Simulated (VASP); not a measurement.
# InP3 (R-3m) in VASP: further runs

The runs below take InP3 through single point, with PBEsol.

Everything below comes from runs of VASP 6.6.1. Logs are shortened: lines on timing, memory, paths and dates and some standing lists are left out, and cuts for length are marked.

## (1) The cell of the first run

It takes space group R-3m (No. 166, trigonal). The conventional cell has a = 7.247 Å, b = 7.247 Å, c = 9.099 Å, α = 90.00°, β = 90.00°, γ = 120.00°. Within 3.4 Å of In (site symmetry 3m) lie 6 P at 2.54 to 2.73 Å. P (site symmetry m) has 4 P at 2.20 to 2.98 Å and 2 In at 2.54 to 2.73 Å within 3.0 Å.

## (2) Single point, PBEsol (17.25 Å³/atom)

Input file INCAR:

```
ALGO = Normal
EDIFF = 1E-6
ENCUT = 520
GGA = PS
ISIF = 2
ISMEAR = 0
LASPH = True
LCHARG = True
LELF = True
LREAL = False
LVHAR = True
LWAVE = False
NBANDS = 38
NELM = 80
PREC = Accurate
SIGMA = 0.1
```

Input file KPOINTS:

```
k-points
0
Gamma
  6 6 6
```

Input file POSCAR:

```
InP3
1.0
    3.6237367954      2.0921654143      3.0330188947
   -3.6237367954      2.0921654143      3.0330188947
    0.0000000000     -4.1843308286      3.0330188948
In P
2 6
Direct
    0.2814301775      0.2814301775      0.2814301775
    0.7185698225      0.7185698225      0.7185698225
    0.7876089889      0.2347703533      0.7876089889
    0.7876089889      0.7876089889      0.2347703533
    0.2347703533      0.7876089889      0.7876089889
    0.2123910111      0.7652296467      0.2123910111
    0.7652296467      0.2123910111      0.2123910111
    0.2123910111      0.2123910111      0.7652296467
```

Potentials or basis: VASP PAW PBE potentials, release 64 (In_d, P).

Launch:

```bash
> cat potpaw_PBE.64/In_d/POTCAR potpaw_PBE.64/P/POTCAR > POTCAR
> mpirun -np 1 vasp_std > vasp.out
```

OUTCAR:

```text
EDIFF = 1E-6
   ENCUT = 520
   GGA = PS
   ISIF = 2
   ISMEAR = 0
   LASPH = True
   LREAL = False
   NELM = 80
   PREC = Accurate

 ion  position               nearest neighbor table
   1  0.281  0.281  0.281-   6 2.54   7 2.54   8 2.54   6 2.73   7 2.73   8 2.73   2 3.98
   2  0.719  0.719  0.719-   3 2.54   5 2.54   4 2.54   3 2.73   5 2.73   4 2.73   1 3.98
   3  0.788  0.235  0.788-   8 2.20   7 2.20   2 2.54   2 2.73
   4  0.788  0.788  0.235-   6 2.20   7 2.20   2 2.54   2 2.73
   5  0.235  0.788  0.788-   8 2.20   6 2.20   2 2.54   2 2.73
   6  0.212  0.765  0.212-   4 2.20   5 2.20   1 2.54   1 2.73
   7  0.765  0.212  0.212-   4 2.20   3 2.20   1 2.54   1 2.73
   8  0.212  0.212  0.765-   3 2.20   5 2.20   1 2.54   1 2.73

  LATTYP: Found a trigonal (rhomboedric) cell.
 ALAT       =     5.1679616967
 COS(alpha) =     0.0166577145

  Lattice vectors:

 A1 = (   3.6237367954,   2.0921654143,   3.0330188947)
 A2 = (  -3.6237367954,   2.0921654143,   3.0330188947)
 A3 = (   0.0000000000,  -4.1843308286,   3.0330188948)

Analysis of symmetry for initial positions (statically):
=====================================================================
 Subroutine PRICEL returns:
 Original cell was already a primitive cell.

 Routine SETGRP: Setting up the symmetry group for a
 trigonal (rhombohedral) supercell.

 Subroutine GETGRP returns: Found 12 space group operations
 (whereof 12 operations were pure point group operations)
 out of a pool of 12 trial point group operations.

The static configuration has the point symmetry D_3d.

Analysis of symmetry for dynamics (positions and initial velocities):
=====================================================================
 Subroutine PRICEL returns:
 Original cell was already a primitive cell.

 Routine SETGRP: Setting up the symmetry group for a
 trigonal (rhombohedral) supercell.

 Subroutine GETGRP returns: Found 12 space group operations
 (whereof 12 operations were pure point group operations)
 out of a pool of 12 trial point group operations.

The dynamic configuration has the point symmetry D_3d.

 Subroutine INISYM returns: Found 12 space group operations
 (whereof 12 operations are pure point group operations),
 and found     1 'primitive' translations

----------------------------------------------------------------------------------------

                                     Primitive cell

  volume of cell :     137.9682

  direct lattice vectors                    reciprocal lattice vectors
     3.623736795  2.092165414  3.033018895     0.137979116  0.079662280  0.109901502
    -3.623736795  2.092165414  3.033018895    -0.137979116  0.079662280  0.109901502
     0.000000000 -4.184330829  3.033018895     0.000000000 -0.159324560  0.109901502

  length of vectors
     5.167961697  5.167961697  5.167961697     0.193552720  0.193552720  0.193552720

  position of ions in fractional coordinates (direct lattice)
     0.281430177  0.281430177  0.281430177
     0.718569823  0.718569823  0.718569823
     0.787608989  0.234770353  0.787608989
     0.787608989  0.787608989  0.234770353
     0.234770353  0.787608989  0.787608989
     0.212391011  0.765229647  0.212391011
     0.765229647  0.212391011  0.212391011
     0.212391011  0.212391011  0.765229647

  ion indices of the primitive-cell ions
   primitive index   ion index
                 1           1
                 2           2
                 3           3
                 4           4
                 5           5
                 6           6
                 7           7
                 8           8

----------------------------------------------------------------------------------------

 KPOINTS: k-points

Automatic generation of k-mesh.
 Grid dimensions read from file:
 generate k-points for:    6    6    6

 Generating k-lattice:

  Cartesian coordinates                     Fractional coordinates (reciprocal lattice)
     0.022996519  0.013277047  0.018316917     0.166666667 -0.000000000  0.000000000
    -0.022996519  0.013277047  0.018316917    -0.000000000  0.166666667  0.000000000
     0.000000000 -0.026554093  0.018316917     0.000000000  0.000000000  0.166666667

  Length of vectors
     0.032258787  0.032258787  0.032258787

  Shift w.r.t. Gamma in fractional coordinates (k-lattice)
     0.000000000  0.000000000  0.000000000

 Subroutine IBZKPT returns following result:
 ===========================================

 Found     32 irreducible k-points:

 Following reciprocal coordinates:
            Coordinates               Weight
  0.000000  0.000000  0.000000      1.000000
  0.166667  0.000000  0.000000      6.000000
  0.333333  0.000000  0.000000      6.000000
  0.500000  0.000000  0.000000      3.000000
  0.166667  0.166667  0.000000      6.000000
  0.333333  0.166667  0.000000     12.000000
[... 16 lines left out ...]
  0.500000  0.500000  0.166667      6.000000
 -0.333333  0.500000  0.166667     12.000000
 [... further k-points ...]
   k-points           NKPTS =     32   k-points in BZ     NKDIM =     32   number of bands    NBANDS=     38
   number of dos      NEDOS =    301   number of ions     NIONS =      8
   total plane-waves  NPLWV =  64000
   dimension x,y,z NGX =    40 NGY =   40 NGZ =   40
   dimension x,y,z NGXF=    80 NGYF=   80 NGZF=   80
   ions per type =               2   6
   NGX,Y,Z   is equivalent  to a cutoff of  12.87, 12.87, 12.87 a.u.
   NGXF,Y,Z  is equivalent  to a cutoff of  25.73, 25.73, 25.73 a.u.
 SYSTEM =  unknown system
   PREC   = accura    normal or accurate (medium, high low for compatibility)
   ISTART =      0    job   : 0-new  1-cont  2-samecut
   ICHARG =      2    charge: 1-file 2-atom 10-const
   ISPIN  =      1    spin polarized calculation?
   LNONCOLLINEAR =      F non collinear calculations
   LSORBIT =      F    spin-orbit coupling
   LASPH  =      T    aspherical Exc in radial PAW
   ENCUT  =  520.0 eV  38.22 Ry    6.18 a.u.   9.61  9.61  9.61*2*pi/ulx,y,z
   NELM   =     80;   NELMIN=  2; NELMDL= -5     # of ELM steps
   EDIFF  = 0.1E-05   stopping-criterion for ELM
   LREAL  =      F    real-space projection
   EDIFFG = 0.1E-04   stopping-criterion for IOM
   NSW    =      0    number of steps for IOM
   IBRION =     -1    ionic relax: 0-MD 1-quasi-New 2-CG
   NFREE  =      0    steps in history (QN), initial steepest desc. (CG)
   ISIF   =      2    stress and relaxation
   ISYM   =      2    0-nonsym 1-usesym 2-fastsym
   POTIM  = 0.5000    time-step for ionic-motion
   TEBEG  =    0.0;   TEEND  =   0.0 temperature during run
   PSTRESS=    0.0 pullay stress
   NELECT =      56.0000    total number of electrons
   NUPDOWN=      -1.0000    fix difference up-down
   EMIN   =  10.00;   EMAX   =-10.00  energy-range for DOS
   EFERMI =   0.00;   METHOD = LEGACY
   ISMEAR =     0;   SIGMA  =   0.10  broadening in eV -4-tet -1-fermi 0-gaus
   EFERMI_NEDOS =   21; number of points for ismear=-14 and -15
   IALGO  =     38    algorithm
   IMIX   =      4    mixing-type and parameters
     AMIX     =   0.40;   BMIX     =  1.00
     AMIX_MAG =   1.60;   BMIX_MAG =  1.00
  volume/ion in A,a.u.               =      17.25       116.38
  Fermi-wavevector in a.u.,A,eV,Ry     =   1.212117  2.290569 19.990051  1.469227
  Thomas-Fermi vector in A             =   2.347611
   LORBIT       =      0    0 simple, 1 ext, 2 COOP (PROOUT), +10 PAW based schemes
   GGA     = PS    functional components
   LHFCALC =     F    Hartree Fock is set to
   AEXX    =    0.0000 exact exchange contribution
   IVDW    =     0    specifies the selected vdW correction
   LEPSILON=     F    determine dielectric tensor
   LRPA    =     F    only Hartree local field effects (RPA)
 non-spin polarized calculation
 Gauss-broadening in eV      SIGMA  =   0.10
  energy-cutoff  :      520.00
  volume of cell :      137.97
 maximum number of plane-waves:      3767
 NGX is ok and might be reduce to    40
   NGX = 19   NGY = 19   NGZ = 19

 number of electron      56.0000029 magnetization

 Free energy of the ion-electron system (eV)
  ---------------------------------------------------
  ext. energy  EPLUGINS =         0.00000000
  ---------------------------------------------------
  free energy    TOTEN  =       -40.81520608 eV

  energy without entropy =      -40.80888801  energy(sigma->0) =      -40.81204704

 E-fermi :   8.5412     XC(G=0): -11.0133

 val. band max:        8.5347593557   @ k =   0.0000   0.0000   0.0000
 cond. band min:       8.5807409963   @ k =   0.5000   0.5000   0.5000
 fundamental gap:      0.0459816406
 Fermi energy:         8.5412203472

 k-point     1 :       0.0000    0.0000    0.0000
  band No.  band energies     occupation
      1      -6.5731      2.00000
      2      -6.2793      2.00000
      3      -6.2793      2.00000
      4      -6.0394      2.00000
      5      -6.0394      2.00000
      6      -5.9189      2.00000
[... 30 lines left out ...]
     37      15.2320      0.00000
     38      15.2348      0.00000

 k-point     2 :       0.1667    0.0000    0.0000
  band No.  band energies     occupation
      1      -6.5120      2.00000
      2      -6.2602      2.00000
      3      -6.2145      2.00000
      4      -6.0510      2.00000
      5      -6.0266      2.00000
      6      -5.9193      2.00000
[... 30 lines left out ...]
     37      14.2436      0.00000
     38      14.6507      0.00000

 k-point     3 :       0.3333    0.0000    0.0000
  band No.  band energies     occupation
      1      -6.4244      2.00000
      2      -6.2123      2.00000
      3      -6.0837      2.00000
      4      -6.0796      2.00000
      5      -5.9540      2.00000
      6      -5.9179      2.00000
[... 30 lines left out ...]
     37      14.4875      0.00000
[... 781 lines left out ...]
 k-point    23 :       0.5000    0.5000    0.1667
  band No.  band energies     occupation
      1      -6.2683      2.00000
      2      -6.0993      2.00000
      3      -6.0119      2.00000
      4      -5.9959      2.00000
      5      -5.9871      2.00000
      6      -5.9082      2.00000
[... 30 lines left out ...]
     37      13.3405      0.00000
     38      13.3756      0.00000

 k-point    24 :      -0.3333    0.5000    0.1667
  band No.  band energies     occupation
      1      -6.2952      2.00000
      2      -6.0991      2.00000
      3      -6.0477      2.00000
      4      -6.0086      2.00000
      5      -5.9522      2.00000
      6      -5.9108      2.00000
[... 30 lines left out ...]
     37      13.4451      0.00000
     38      13.5984      0.00000

 [... further k-points ...]
[... 5 lines left out ...]
  --------------------------------------------------------------------------------------
  -------------------------------------------------------------------------------------
  Total        8.5496839      8.5496839      8.6056548     -0.0000000     -0.0000000      0.0000000
  in kB       99.2845359     99.2845359     99.9345062     -0.0000000     -0.0000000      0.0000000
  external PRESSURE =      99.5011926 kB  Pullay stress =       0.0000000 kB

 VOLUME and BASIS-vectors are now :
 -----------------------------------------------------------------------------
  energy-cutoff  :      520.00
  volume of cell :      137.97
      direct lattice vectors                 reciprocal lattice vectors
     3.623736795  2.092165414  3.033018895     0.137979116  0.079662280  0.109901502
    -3.623736795  2.092165414  3.033018895    -0.137979116  0.079662280  0.109901502
     0.000000000 -4.184330829  3.033018895     0.000000000 -0.159324560  0.109901502

 POSITION                                       TOTAL-FORCE (eV/Angst)
 -----------------------------------------------------------------------------------
      0.00000      0.00000      2.56075        -0.000000     -0.000000     -0.001961
      0.00000      0.00000      6.53831        -0.000000     -0.000000      0.001961
      2.00334     -1.15663      5.48973         0.016205     -0.009356      0.020946
      0.00000      2.31326      5.48973        -0.000000      0.018712      0.020946
     -2.00334     -1.15663      5.48973        -0.016205     -0.009356      0.020946
     -2.00334      1.15663      3.60933        -0.016205      0.009356     -0.020946
      2.00334      1.15663      3.60933         0.016205      0.009356     -0.020946
      0.00000     -2.31326      3.60933        -0.000000     -0.018712     -0.020946
 -----------------------------------------------------------------------------------
    total drift:                                0.000000     -0.000000      0.000000

  FREE ENERGIE OF THE ION-ELECTRON SYSTEM (eV)
  ---------------------------------------------------
  free  energy   TOTEN  =       -40.8152060750 eV

  energy  without entropy=      -40.8088880057  energy(sigma->0) =      -40.81204704
```

Run time: 73 s. Hardware: 1 thread of Intel Xeon 6975P-C (Granite Rapids), shared host; peak memory 0.3 GiB.

Results:

| Quantity | Value |
| --- | --- |
| Free energy | -40.8152 eV |
| Pressure | 10.0 GPa |
| Largest force | 0.028 eV/Å |
| Band gap on the k mesh | zero (bands 28 and 29 overlap by 0.33 eV) |

Forces on the atoms (eV/Å):
```
In   0.000  0.000 -0.002
In   0.000  0.000  0.002
P    0.016 -0.009  0.021
P    0.000  0.019  0.021
P   -0.016 -0.009  0.021
P   -0.016  0.009 -0.021
P    0.016  0.009 -0.021
P    0.000 -0.019 -0.021
```

Caveat: the cell stands under pressure; semilocal functionals underestimate gaps, and a narrow one can read as zero; the PAW data sets were made with another functional, which shifts forces and pressure a little; spin-orbit coupling is left out, which moves the levels of the heavy elements.

## (3) Single point, PBEsol (17.83 Å³/atom)

This run uses another cell than the first one, of 17.83 Å³/atom.

Input file INCAR:

```
SYSTEM = InP3
PREC = Accurate
ENCUT = 520
EDIFF = 1E-6
ISMEAR = 0
SIGMA = 0.1
LREAL = .FALSE.
LASPH = .TRUE.
NELM = 60
ALGO = Normal
ISIF = 2
LWAVE = .FALSE.
LCHARG = .FALSE.
GGA = PS
NBANDS = 38
```

Input file KPOINTS:

```
regular mesh
0
G
  6 6 6
  0 0 0
```

Input file POSCAR:

```
InP3
1.0
    3.6470832571      2.1056445002      3.0963908279
   -3.6470832571      2.1056445002      3.0963908279
    0.0000000000     -4.2112890005      3.0963908279
In P
2 6
Direct
    0.2787907308      0.2787907308      0.2787907308
    0.7212092692      0.7212092692      0.7212092692
    0.7894158848      0.2366711094      0.7894158848
    0.7894158848      0.7894158848      0.2366711094
    0.2366711094      0.7894158848      0.7894158848
    0.2105841152      0.7633288906      0.2105841152
    0.7633288906      0.2105841152      0.2105841152
    0.2105841152      0.2105841152      0.7633288906
```

Potentials or basis: VASP PAW PBE potentials, release 64 (In_d, P).

Launch:

```bash
> cat potpaw_PBE.64/In_d/POTCAR potpaw_PBE.64/P/POTCAR > POTCAR
> mpirun -np 1 vasp_std > vasp.out
```

Run time: 70 s. Hardware: 1 thread of Intel Xeon 6975P-C (Granite Rapids), shared host; peak memory 0.31 GiB.

Results (log left out):

- Free energy: -41.0629 eV
- Pressure: 6.7 GPa
- Largest force: 0.025 eV/Å
- Band gap on the k mesh: zero (bands 28 and 29 overlap by 0.35 eV)

Forces in eV/Å, atoms in the order of the input:
```
In   0.000  0.000  0.007
In   0.000  0.000 -0.007
P    0.011 -0.006  0.021
P    0.000  0.013  0.021
P   -0.011 -0.006  0.021
P   -0.011  0.006 -0.021
P    0.011  0.006 -0.021
P    0.000 -0.013 -0.021
```

Levels at points of the mesh, in eV from the Fermi level:
```
           k point  band 25  band 26  band 27  band 28  band 29  band 30  band 31  band 32
(0.00, 0.00, 0.00)    -2.62    -2.12    -0.82    -0.82    -0.07     0.46     1.62     2.15
(0.50, 0.00, 0.00)    -2.59    -1.88    -1.36    -1.01    -0.06     2.33     2.61     3.26
(0.50, 0.50, 0.00)    -1.56    -0.86    -0.70     0.02     1.07     1.27     2.04     2.09
(0.50, 0.50, 0.50)     0.06     0.06     0.14     0.14     1.50     1.58     1.68     1.68
```

Caveat: the cell stands under pressure; semilocal functionals underestimate gaps, and a narrow one can read as zero; the PAW data sets were made with another functional, which shifts forces and pressure a little; spin-orbit coupling is left out, which moves the levels of the heavy elements.

## (4) Single point, PBEsol (18.42 Å³/atom)

This run uses another cell than the first one, of 18.42 Å³/atom.

Input file INCAR:

```
SYSTEM = InP3
PREC     = Accurate       ! precision mode
ENCUT    = 520            ! plane-wave cutoff, eV
EDIFF    = 1E-6           ! SCF threshold, eV
ISMEAR   = 0              ! smearing method
SIGMA    = 0.1            ! smearing width, eV
LREAL    = .False.        ! projectors in reciprocal space
LASPH    = .True.         ! aspherical terms in the spheres
NELM     = 80             ! most SCF steps
ALGO     = Normal         ! electronic algorithm
ISIF     = 2              ! what is computed and relaxed
LWAVE    = .False.        ! write WAVECAR
LCHARG   = .False.        ! write CHGCAR
GGA      = PS             ! functional
NBANDS   = 38             ! bands
```

Input file KPOINTS:

```
Automatic mesh
0
Gamma
  6 6 6
  0 0 0
```

Input file POSCAR:

```
InP3
1.0
    3.6701460554      2.1189598131      3.1583982752
   -3.6701460554      2.1189598131      3.1583982752
    0.0000000000     -4.2379196260      3.1583982752
In P
2 6
Direct
    0.2768024594      0.2768024594      0.2768024594
    0.7231975406      0.7231975406      0.7231975406
    0.7912467790      0.2385012605      0.7912467790
    0.7912467790      0.7912467790      0.2385012605
    0.2385012605      0.7912467790      0.7912467790
    0.2087532210      0.7614987395      0.2087532210
    0.7614987395      0.2087532210      0.2087532210
    0.2087532210      0.2087532210      0.7614987395
```

Launch:

```bash
> cat potpaw_PBE.64/In_d/POTCAR potpaw_PBE.64/P/POTCAR > POTCAR
> mpirun -np 1 vasp_std > vasp.out
```

Wall time 73 s (1 thread of Intel Xeon 6975P-C (Granite Rapids), shared host); peak memory 0.32 GiB.

Results (log left out):

```
Free energy            : -41.2250 eV
Pressure               : 4.1 GPa
Largest force          : 0.027 eV/Å
Band gap on the k mesh : zero (bands 28 and 29 overlap by 0.38 eV)
```

Forces in eV/Å, atoms in the order of the input:
```
In   0.000  0.000 -0.001
In   0.000  0.000  0.001
P    0.016 -0.009  0.021
P    0.000  0.018  0.021
P   -0.016 -0.009  0.021
P   -0.016  0.009 -0.021
P    0.016  0.009 -0.021
P    0.000 -0.018 -0.021
```

Levels at points of the mesh, in eV from the Fermi level:
```
           k point  band 24  band 25  band 26  band 27  band 28  band 29  band 30  band 31  band 32  band 33
(0.00, 0.00, 0.00)    -2.51    -2.51    -2.12    -0.79    -0.79    -0.13     0.20     1.75     2.20     2.20
(0.50, 0.00, 0.00)    -2.77    -2.59    -1.77    -1.29    -1.05     0.07     2.41     2.60     3.31     3.31
(0.50, 0.50, 0.00)    -2.60    -1.52    -0.84    -0.68     0.02     1.13     1.31     2.12     2.15     3.79
(0.50, 0.50, 0.50)    -1.00     0.04     0.04     0.15     0.15     1.57     1.71     1.72     1.72     1.73
```

Caveat: the cell stands under pressure; semilocal functionals underestimate gaps, and a narrow one can read as zero; the PAW data sets were made with another functional, which shifts forces and pressure a little; spin-orbit coupling is left out, which moves the levels of the heavy elements.

## (5) Overview

```tsv
cell	gap on the mesh (eV)	pressure (GPa)	largest force (eV/Å)
a = 5.168 Å, angles 89.0°, 8 atoms, atomic positions A	none	10.0	0.03
a = 5.227 Å, angles 88.5°, 8 atoms, atomic positions B	none	6.7	0.03
a = 5.285 Å, angles 88.0°, 8 atoms, atomic positions C	none	4.1	0.03
```

Alike in all rows: task single point; level PBEsol; potentials or basis VASP PAW PBE potentials, release 64 (In_d, P); no spin polarisation; k mesh 6 × 6 × 6; cutoff (eV) 520; smearing gaussian 0.1 eV.

Caveats: the cell stands under pressure; semilocal functionals underestimate gaps, and a narrow one can read as zero; the PAW data sets were made with another functional, which shifts forces and pressure a little; spin-orbit coupling is left out, which moves the levels of the heavy elements.

Absolute energies hang on the potentials; compare differences alone.

The gap in the log of VASP goes by the Fermi energy; the results here count the filled bands.